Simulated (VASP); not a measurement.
# H21O10F in VASP: a series of runs

H21O10F is run at these levels: PBE+D3(BJ); tasks: single point.

Program: VASP 6.6.1. These are calculated values, not measurements. Logs are shortened: lines on timing, memory, paths and dates and some standing lists are left out, and cuts for length are marked.

## 1. The cell of the first run

The cell holds an amorphous packing of atoms, 32 atoms: a = 6.938 Å, b = 6.938 Å, c = 6.938 Å, α = 90.00°, β = 90.00°, γ = 90.00°.

## 2. Single point, PBE+D3(BJ)

INCAR reads:

```
SYSTEM = H21O10F
  PREC = Accurate
  ENCUT = 520
  EDIFF = 1E-6
  ISMEAR = -1
  SIGMA = 0.05
  LREAL = Auto
  LASPH = .TRUE.
  NELM = 80
  ALGO = Normal
  ISIF = 2
  LWAVE = .FALSE.
  LCHARG = .FALSE.
  GGA = PE
  IVDW = 12
  NBANDS = 66
```

KPOINTS reads:

```
Automatic mesh
0
G
  1 1 1
  0 0 0
```

POSCAR reads:

```
H21O10F
1.0
    6.9382320000      0.0000000000      0.0000000000
    0.0000000000      6.9382320000      0.0000000000
    0.0000000000      0.0000000000      6.9382320000
O H F
10 21 1
Direct
    0.0389580516     -0.0718482749      0.2841501985
    0.5867777267      0.3247369070      0.3220705217
    0.3515593021      0.1685299656      0.7427684747
    0.2803884332      0.4994211782      0.1642637490
   -0.0360322341      0.1336795887      0.9446354633
    0.9596248727      0.7591991735      0.6091465376
    0.9553730691      0.4758416842      0.3309488642
    0.4643834337      0.5581969585      0.6206047881
    0.5830447872      0.0555617051      1.0284464400
    0.3927657651      0.9032272198      0.4010820048
    0.0171081048      0.0231759330      0.1766732505
    0.0888699023     -0.1892124680      0.2090157838
    0.5027073179      0.4124826036      0.2497033826
    0.6141766375      0.2149827218      0.2362849787
    0.3712617278      0.2945995464      0.6821190182
    0.4211015140      0.0895473083      0.6563775901
    0.2599941887      0.5795424540      0.0538898094
    0.1525460665      0.4822410089      0.2249996829
   -0.1023891966      0.2565062685      0.9543929923
    0.0529241455      0.1294998495      0.8407473258
    0.8588066816      0.7841046538      0.7082928331
    0.9670186872      0.8559817544      0.5015975251
    0.9366507202      0.5615119241      0.4477509544
    0.8309753839      0.4117763718      0.3049912427
    0.5482088232      0.4982537338      0.5297026678
    0.4586615149      0.6798273681      0.5467242952
    0.7156866475      0.0457321116      0.9687194086
    0.4933533500      0.0861891041      0.9300496149
    0.4707395198      0.9401530534      0.2877678348
    0.2544452247      0.9317215106      0.3744325644
    0.5864462301      0.6381452797      0.7751686597
    0.7053958415      0.6741919267      0.8668779020
```

Potentials or basis: VASP PAW PBE potentials, release 64 (O, H, F).

Started as:

```bash
cat potpaw_PBE.64/O/POTCAR potpaw_PBE.64/H/POTCAR potpaw_PBE.64/F/POTCAR > POTCAR
mpirun -np 1 vasp_gam > vasp.out
```

OUTCAR:

```text
SYSTEM = H21O10F
   PREC = Accurate
   ENCUT = 520
   EDIFF = 1E-6
   ISMEAR = -1
   LREAL = Auto
   LASPH = .TRUE.
   NELM = 80
   ISIF = 2
   GGA = PE
   IVDW = 12
 IVDW          = 12

 ion  position               nearest neighbor table
   1  0.039  0.928  0.284-  11 1.01  12 1.03
   2  0.587  0.325  0.322-  13 0.98  14 0.99
   3  0.352  0.169  0.743-  16 0.94  15 0.98
   4  0.280  0.499  0.164-  17 0.96  18 0.99
   5  0.964  0.134  0.945-  20 0.95  19 0.97
   6  0.960  0.759  0.609-  21 1.00  22 1.01
   7  0.955  0.476  0.331-  24 0.99  23 1.01
   8  0.464  0.558  0.621-  25 0.95  26 0.99
   9  0.583  0.056  0.028-  28 0.95  27 1.01
  10  0.393  0.903  0.401-  29 0.99  30 1.00
  11  0.017  0.023  0.177-   1 1.01
  12  0.089  0.811  0.209-   1 1.03
  13  0.503  0.412  0.250-   2 0.98
  14  0.614  0.215  0.236-   2 0.99
  15  0.371  0.295  0.682-   3 0.98
  16  0.421  0.090  0.656-   3 0.94
[... 14 lines left out ...]
  31  0.586  0.638  0.775-  32 1.07
  32  0.705  0.674  0.867-  31 1.07

  LATTYP: Found a simple cubic cell.
 ALAT       =     6.9382320000

  Lattice vectors:

 A1 = (   6.9382320000,   0.0000000000,   0.0000000000)
 A2 = (   0.0000000000,   6.9382320000,   0.0000000000)
 A3 = (   0.0000000000,   0.0000000000,   6.9382320000)

Analysis of symmetry for initial positions (statically):
=====================================================================
 Subroutine PRICEL returns:
 Original cell was already a primitive cell.

 Routine SETGRP: Setting up the symmetry group for a
 simple cubic supercell.

 Subroutine GETGRP returns: Found  1 space group operations
 (whereof  1 operations were pure point group operations)
 out of a pool of 48 trial point group operations.

The static configuration has the point symmetry C_1 .

Analysis of symmetry for dynamics (positions and initial velocities):
=====================================================================
 Subroutine PRICEL returns:
 Original cell was already a primitive cell.

 Routine SETGRP: Setting up the symmetry group for a
 simple cubic supercell.

 Subroutine GETGRP returns: Found  1 space group operations
 (whereof  1 operations were pure point group operations)
 out of a pool of 48 trial point group operations.

The dynamic configuration has the point symmetry C_1 .

 Subroutine INISYM returns: Found  1 space group operations
 (whereof  1 operations are pure point group operations),
 and found     1 'primitive' translations

----------------------------------------------------------------------------------------

                                     Primitive cell

  volume of cell :     334.0000

  direct lattice vectors                    reciprocal lattice vectors
     6.938232000  0.000000000  0.000000000     0.144128937  0.000000000  0.000000000
     0.000000000  6.938232000  0.000000000     0.000000000  0.144128937  0.000000000
     0.000000000  0.000000000  6.938232000     0.000000000  0.000000000  0.144128937

  length of vectors
     6.938232000  6.938232000  6.938232000     0.144128937  0.144128937  0.144128937

  position of ions in fractional coordinates (direct lattice)
     0.038958052  0.928151725  0.284150199
     0.586777727  0.324736907  0.322070522
     0.351559302  0.168529966  0.742768475
     0.280388433  0.499421178  0.164263749
     0.963967766  0.133679589  0.944635463
     0.959624873  0.759199174  0.609146538
[... 24 lines left out ...]
     0.586446230  0.638145280  0.775168660
     0.705395841  0.674191927  0.866877902

  ion indices of the primitive-cell ions
   primitive index   ion index
                 1           1
                 2           2
                 3           3
                 4           4
                 5           5
                 6           6
[... 24 lines left out ...]
                31          31
                32          32

----------------------------------------------------------------------------------------

 KPOINTS: Automatic mesh

Automatic generation of k-mesh.
 Grid dimensions read from file:
 generate k-points for:    1    1    1

 Generating k-lattice:

  Cartesian coordinates                     Fractional coordinates (reciprocal lattice)
     0.144128937  0.000000000  0.000000000     1.000000000  0.000000000  0.000000000
     0.000000000  0.144128937  0.000000000     0.000000000  1.000000000  0.000000000
     0.000000000  0.000000000  0.144128937     0.000000000  0.000000000  1.000000000

  Length of vectors
     0.144128937  0.144128937  0.144128937

  Shift w.r.t. Gamma in fractional coordinates (k-lattice)
     0.000000000  0.000000000  0.000000000

 Subroutine IBZKPT returns following result:
 ===========================================

 Found      1 irreducible k-points:

 Following reciprocal coordinates:
            Coordinates               Weight
  0.000000  0.000000  0.000000      1.000000
   k-points           NKPTS =      1   k-points in BZ     NKDIM =      1   number of bands    NBANDS=     66
   number of dos      NEDOS =    301   number of ions     NIONS =     32
   total plane-waves  NPLWV = 157464
   dimension x,y,z NGX =    54 NGY =   54 NGZ =   54
   dimension x,y,z NGXF=   108 NGYF=  108 NGZF=  108
   ions per type =              10  21   1
   NGX,Y,Z   is equivalent  to a cutoff of  12.94, 12.94, 12.94 a.u.
   NGXF,Y,Z  is equivalent  to a cutoff of  25.88, 25.88, 25.88 a.u.
 SYSTEM =  H21O10F
   PREC   = accura    normal or accurate (medium, high low for compatibility)
   ISTART =      0    job   : 0-new  1-cont  2-samecut
   ICHARG =      2    charge: 1-file 2-atom 10-const
   ISPIN  =      1    spin polarized calculation?
   LNONCOLLINEAR =      F non collinear calculations
   LSORBIT =      F    spin-orbit coupling
   LASPH  =      T    aspherical Exc in radial PAW
   ENCUT  =  520.0 eV  38.22 Ry    6.18 a.u.  12.90 12.90 12.90*2*pi/ulx,y,z
   NELM   =     80;   NELMIN=  2; NELMDL= -5     # of ELM steps
   EDIFF  = 0.1E-05   stopping-criterion for ELM
   LREAL  =      T    real-space projection
   EDIFFG = 0.1E-04   stopping-criterion for IOM
   NSW    =      0    number of steps for IOM
   IBRION =     -1    ionic relax: 0-MD 1-quasi-New 2-CG
   NFREE  =      0    steps in history (QN), initial steepest desc. (CG)
   ISIF   =      2    stress and relaxation
   ISYM   =      2    0-nonsym 1-usesym 2-fastsym
   POTIM  = 0.5000    time-step for ionic-motion
   TEBEG  =    0.0;   TEEND  =   0.0 temperature during run
   PSTRESS=    0.0 pullay stress
   NELECT =      88.0000    total number of electrons
   NUPDOWN=      -1.0000    fix difference up-down
   EMIN   =  10.00;   EMAX   =-10.00  energy-range for DOS
   EFERMI =   0.00;   METHOD = LEGACY
   ISMEAR =    -1;   SIGMA  =   0.05  broadening in eV -4-tet -1-fermi 0-gaus
   EFERMI_NEDOS =   21; number of points for ismear=-14 and -15
   IALGO  =     38    algorithm
   IMIX   =      4    mixing-type and parameters
     AMIX     =   0.40;   BMIX     =  1.00
     AMIX_MAG =   1.60;   BMIX_MAG =  1.00
  volume/ion in A,a.u.               =      10.44        70.44
  Fermi-wavevector in a.u.,A,eV,Ry     =   1.049511  1.983288 14.986448  1.101473
  Thomas-Fermi vector in A             =   2.184476
   LORBIT       =      0    0 simple, 1 ext, 2 COOP (PROOUT), +10 PAW based schemes
   GGA     = PE    functional components
   LHFCALC =     F    Hartree Fock is set to
   AEXX    =    0.0000 exact exchange contribution
   IVDW    =    12    specifies the selected vdW correction
   LEPSILON=     F    determine dielectric tensor
   LRPA    =     F    only Hartree local field effects (RPA)
 non-spin polarized calculation
  energy-cutoff  :      520.00
  volume of cell :      334.00
 maximum number of plane-waves:      4523
 NGX is ok and might be reduce to    50
   NGX = 25   NGY = 25   NGZ = 25

 number of electron      88.0000015 magnetization

 Free energy of the ion-electron system (eV)
  ---------------------------------------------------
  ext. energy  EPLUGINS =         0.00000000
  ---------------------------------------------------
  free energy    TOTEN  =      -153.78333625 eV

  energy without entropy =     -153.78333625  energy(sigma->0) =     -153.78333625

 E-fermi :  -2.3780     XC(G=0):  -6.6567

 val. band max:       -3.6639194720   @ k =   0.0000   0.0000   0.0000
 cond. band min:       0.8273992025   @ k =   0.0000   0.0000   0.0000
 fundamental gap:      4.4913186745
 Fermi energy:        -2.3780028543

 k-point     1 :       0.0000    0.0000    0.0000
  band No.  band energies     occupation
      1     -25.3464      2.00000
      2     -23.5077      2.00000
      3     -23.3320      2.00000
      4     -22.7804      2.00000
      5     -22.7609      2.00000
      6     -22.2339      2.00000
[... 48 lines left out ...]
     55       6.1478      0.00000
     56       6.2846      0.00000
 [bands above 56 left out]

------------------------ aborting loop because EDIFF is reached ----------------------------------------

 Edisp (eV)   -1.01716

 E8    (eV) :    -0.2060

  FORCE on cell =-STRESS in cart. coord.  units (eV):
  Direction    XX          YY          ZZ          XY          YZ          ZX
  --------------------------------------------------------------------------------------
  -------------------------------------------------------------------------------------
  Total       1.66274     0.43497     0.13955    -0.94791    -0.20916    -0.08868
  in kB       7.97606     2.08651     0.66943    -4.54706    -1.00335    -0.42537
  external pressure =        3.58 kB  Pullay stress =        0.00 kB

 VOLUME and BASIS-vectors are now :
 -----------------------------------------------------------------------------
  energy-cutoff  :      520.00
  volume of cell :      334.00
      direct lattice vectors                 reciprocal lattice vectors
     6.938232000  0.000000000  0.000000000     0.144128937  0.000000000  0.000000000
     0.000000000  6.938232000  0.000000000     0.000000000  0.144128937  0.000000000
     0.000000000  0.000000000  6.938232000     0.000000000  0.000000000  0.144128937

 POSITION                                       TOTAL-FORCE (eV/Angst)
 -----------------------------------------------------------------------------------
      0.27030      6.43973      1.97150         0.608317     -0.933054     -2.241530
      4.07120      2.25310      2.23460         0.920614      0.129746      0.533029
      2.43920      1.16930      5.15350        -0.768427      1.087832      0.697911
      1.94540      3.46510      1.13970         0.845392      0.014026     -0.108016
      6.68823      0.92750      6.55410        -1.302032     -0.390802      1.502738
      6.65810      5.26750      4.22640         0.023125      0.256249     -0.195448
[... 24 lines left out ...]
      4.06890      4.42760      5.37830         1.351848     -0.269843      0.638237
      4.89420      4.67770      6.01460        -1.532552     -0.272653     -0.665412
 -----------------------------------------------------------------------------------
    total drift:                               -0.015977     -0.004731      0.005357

  FREE ENERGIE OF THE ION-ELECTRON SYSTEM (eV)
  ---------------------------------------------------
  free  energy   TOTEN  =      -154.8004928970 eV

  energy  without entropy=     -154.8004928969  energy(sigma->0) =     -154.80049290
```

It took 36 s on 1 thread of Intel Xeon Platinum 8488C (Sapphire Rapids), shared host; peak memory 0.35 GiB.

What came out:

* Free energy: -154.8005 eV
* Pressure: 0.4 GPa
* Largest force: 3.118 eV/Å
* Band gap on the k mesh: 4.49 eV
* Dispersion energy per atom: -0.032 eV

Forces on the atoms (eV/Å):
```
O    0.608 -0.933 -2.242
O    0.921  0.130  0.533
O   -0.768  1.088  0.698
O    0.845  0.014 -0.108
O   -1.302 -0.391  1.503
O    0.023  0.256 -0.195
O   -0.270  0.298  0.715
O   -0.031  1.431  0.911
O    2.603 -0.687  1.573
O    0.935 -0.121  0.457
H    0.028 -0.265  0.463
H   -0.981  1.293  1.153
H   -0.626 -0.147 -0.438
H   -0.539  0.021 -0.312
H   -0.284  0.278  0.369
H    0.480 -1.509 -1.549
H    0.067  0.271 -0.675
H   -0.550 -0.209  0.380
H    0.459  0.302 -0.354
H    1.125  0.352 -1.115
H    0.437 -0.157 -0.684
H   -0.449 -0.434  0.920
H    0.200 -0.316 -0.532
H   -0.131  0.232  0.256
H    1.144 -1.793 -0.729
H   -1.261  0.928 -0.161
H   -1.273 -0.208  0.439
H   -1.225  0.812 -1.306
H   -0.502 -0.126  0.219
H    0.497  0.130 -0.162
H    1.352 -0.270  0.638
F   -1.533 -0.273 -0.665
```

Stress tensor (GPa, compression positive):
```
 0.80 -0.45 -0.04
-0.45  0.21 -0.10
-0.04 -0.10  0.07
```

Levels at points of the mesh, in eV from the valence-band top:
| k point | band 42 | band 43 | band 44 | band 45 | band 46 | band 47 |
| --- | --- | --- | --- | --- | --- | --- |
| (0.00, 0.00, 0.00) | -0.17 | -0.06 | 0.00 | 4.49 | 7.11 | 7.36 |

Caveat: the k points lie up to 0.91 Å⁻¹ apart.

## 3. Single point, PBE+D3(BJ)

INCAR reads:

```
  PREC = Accurate
  ENCUT = 520
  EDIFF = 1E-6
  ISMEAR = -1
  SIGMA = 0.05
  LREAL = Auto
  LASPH = T
  NELM = 80
  ALGO = Normal
  ISIF = 2
  LWAVE = F
  LCHARG = T
  GGA = PE
  IVDW = 12
  LELF = T
  LVHAR = T
  NBANDS = 66
```

KPOINTS reads:

```
Automatic mesh
0
Gamma
  1 1 1
```

POSCAR reads:

```
H21O10F
1.0
    6.9382320000      0.0000000000      0.0000000000
    0.0000000000      6.9382320000      0.0000000000
    0.0000000000      0.0000000000      6.9382320000
O H F
10 21 1
Direct
    0.0137210748     -0.0902103014      0.2187877257
    0.5936815027      0.3420179665      0.3086809435
    0.3145469912      0.1752463740      0.7296671544
    0.2884164150      0.4967547929      0.1324833185
   -0.0307715280      0.1276838249      0.8799215708
    1.0052705070      0.7113195408      0.5914619171
    0.9830602378      0.4169794265      0.3451455645
    0.5003003647      0.5816179107      0.5835059998
    0.5652304506     -0.0131589719      1.0624752819
    0.3734092489      0.9008202666      0.3911659339
    0.0034879203     -0.0014845280      0.1046087822
   -0.0841424732     -0.1795270034      0.2100823380
    0.5014678091      0.4187233866      0.2140458837
    0.5674644492      0.2033082780      0.2791777502
    0.3756720732      0.2906215877      0.6944564552
    0.3534473912      0.0901814756      0.6253898688
    0.2646495534      0.5533974649      0.0081288720
    0.1751887224      0.4592380307      0.2009733892
   -0.1130403250      0.2341806962      0.9097850865
    0.0869385746      0.1742518843      0.8115612162
    0.8967702435      0.7061020733      0.6919053730
    1.0352205000      0.8523208794      0.5931914643
    0.9998512589      0.5442596904      0.4141977380
    0.8473340182      0.3966716593      0.3016330385
    0.5265894827      0.4618179386      0.5070600118
    0.4623223899      0.7040122037      0.4999688681
    0.6318324322     -0.1073472320      0.9742107211
    0.4940739946      0.0649444988      0.9739657019
    0.4398815145      0.9185769516      0.2542722699
    0.2445003280      0.8893043646      0.3300264390
    0.6001673049      0.6101842660      0.7541834865
    0.6933610753      0.6514772063      0.8752517933
```

Potentials or basis: VASP PAW PBE potentials, release 64 (O, H, F).

Started as:

```bash
cat potpaw_PBE.64/O/POTCAR potpaw_PBE.64/H/POTCAR potpaw_PBE.64/F/POTCAR > POTCAR
mpirun -np 1 vasp_gam > vasp.out
```

It took 40 s on 1 thread of Intel Xeon Platinum 8488C (Sapphire Rapids), shared host; peak memory 0.34 GiB.

The run converged. Its results:

```yaml
Free_energy: -155.1640 eV
Pressure: -1.5 GPa
Largest_force: 3.427 eV/Å
Band_gap_on_the_k_mesh: 4.18 eV
Dispersion_energy_per_atom: -0.032 eV
```

Forces on the atoms (eV/Å):
```
O    2.342  2.485 -0.293
O   -1.147 -0.145 -1.334
O   -0.162 -1.467  0.637
O    2.782  0.359 -0.846
O    0.403 -0.782 -0.049
O   -1.128  1.459  1.728
O    0.241  0.490 -0.158
O   -0.173  0.951  0.704
O    0.938 -1.040 -0.237
O    0.895  0.159 -2.049
H   -0.071 -0.442  0.344
H   -2.047 -1.945 -0.228
H    0.573 -1.049  1.114
H    0.305  1.020  0.151
H    0.578  2.092 -0.304
H   -0.175 -0.667 -0.587
H   -0.426  0.097 -0.076
H   -2.118 -0.518  0.689
H   -0.284  0.694  0.038
H   -0.320 -0.024  0.257
H    1.213 -0.242 -1.098
H   -0.175 -1.097 -0.280
H   -0.731 -0.904 -0.162
H    0.538  0.340  0.542
H    0.257  0.706 -0.594
H    0.049 -1.326  0.574
H   -0.400  0.207  0.843
H   -0.861  0.743 -0.731
H    0.059 -0.172  1.822
H   -0.766 -0.203  0.581
H    0.364  0.423 -0.191
F   -0.552 -0.206 -0.807
```

Stress tensor (GPa, compression positive):
```
 0.35  1.25 -0.80
 1.25 -1.34  0.27
-0.80  0.27 -3.46
```

Levels at points of the mesh, in eV from the valence-band top:
```csv
k point,band 42,band 43,band 44,band 45,band 46,band 47
"(0.00, 0.00, 0.00)",-0.68,-0.42,0.00,4.18,7.17,7.31
```

Caveat: the k points lie up to 0.91 Å⁻¹ apart.

[end of part 1 of 2]
